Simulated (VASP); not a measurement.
A run of VASP 6.6.1 is set up as follows.

The input INCAR:

```
ALGO = Normal
EDIFF = 1E-6
EDIFFG = -0.001
ENCUT = 600
GGA = PE
IBRION = 2
ISIF = 3
ISMEAR = 0
IVDW = 12
LASPH = True
LCHARG = False
LREAL = False
LWAVE = False
NELM = 60
NSW = 80
PREC = Accurate
SIGMA = 0.01
```

Contents of KPOINTS:

```
k-points
0
Gamma
  12 12 3
```

POSCAR

```
WSe2
1.0
    3.2899984505      0.0000000000      0.0000000000
   -1.6449992252      2.8492222365      0.0000000000
    0.0000000000      0.0000000000     12.9700000000
W Se
2 4
Direct
    0.3333333333      0.6666666667      0.2500000000
    0.6666666667      0.3333333333      0.7500000000
    0.3333333333      0.6666666667      0.6210000000
    0.6666666667      0.3333333333      0.1210000000
    0.3333333333      0.6666666667      0.8790000000
    0.6666666667      0.3333333333      0.3790000000
```

Potentials or basis: VASP PAW PBE potentials, release 64 (W_sv, Se).

The run is started by

```sh
$ cat potpaw_PBE.64/W_sv/POTCAR potpaw_PBE.64/Se/POTCAR > POTCAR
$ mpirun -np 1 vasp_std > vasp.out
```

Question: Estimate the relaxed volume.

Answer: 19.88 Å³/atom.

Question: Predict the band gap on the k mesh.

Answer: 0.89 eV (least direct gap 1.56 eV).

Question: What does it give for the space group after relaxing (to 0.1 Å)?

Answer: P6_3/mmc (No. 194).

Step by step:
| step | energy change (eV) | largest force (eV/Å) | pressure (GPa) | volume (Å³) |
| --- | --- | --- | --- | --- |
| 1 | 0.0000 | 0.2220 | 0.24 | 121.58 |
| 2 | -0.0002 | 0.1144 | -1.39 | 122.12 |
| 3 | -0.0034 | 0.0489 | -0.59 | 121.86 |
| 4 | -0.0061 | 0.0532 | 0.01 | 120.86 |
| 5 | -0.0061 | 0.0538 | 0.06 | 120.76 |
| 6 | -0.0080 | 0.0420 | 0.04 | 120.48 |
| 7 | -0.0114 | 0.0061 | -0.04 | 119.63 |
| 8 | -0.0117 | 0.0111 | -0.06 | 119.24 |
| 9 | -0.0117 | 0.0088 | -0.05 | 119.29 |
| 10 | -0.0115 | 0.0338 | 0.25 | 119.07 |
| 11 | -0.0117 | 0.0001 | 0.01 | 119.24 |
| 12 | -0.0117 | 0.0006 | 0.01 | 119.25 |
| 13 | -0.0117 | 0.0049 | -0.01 | 119.27 |
| 14 | -0.0117 | 0.0016 | -0.01 | 119.25 |
| 15 | -0.0117 | 0.0009 | 0.00 | 119.25 |
| 16 | -0.0117 | 0.0001 | 0.01 | 119.25 |
| 17 | -0.0117 | 0.0016 | 0.02 | 119.26 |
| 18 | -0.0117 | 0.0016 | 0.01 | 119.26 |
| 19 | -0.0117 | 0.0015 | 0.01 | 119.26 |
| 20 | -0.0117 | 0.0015 | 0.00 | 119.26 |
| 21 | -0.0117 | 0.0015 | 0.00 | 119.26 |
| 22 | -0.0117 | 0.0015 | 0.00 | 119.26 |
| 23 | -0.0117 | 0.0013 | 0.00 | 119.26 |
| 24 | -0.0117 | 0.0009 | 0.00 | 119.26 |
| 25 | -0.0117 | 0.0002 | 0.00 | 119.26 |
| 26 | -0.0117 | 0.0006 | 0.00 | 119.27 |

Caveat: spin-orbit coupling is left out, which moves the levels of the heavy elements. A k mesh can miss the band edges.
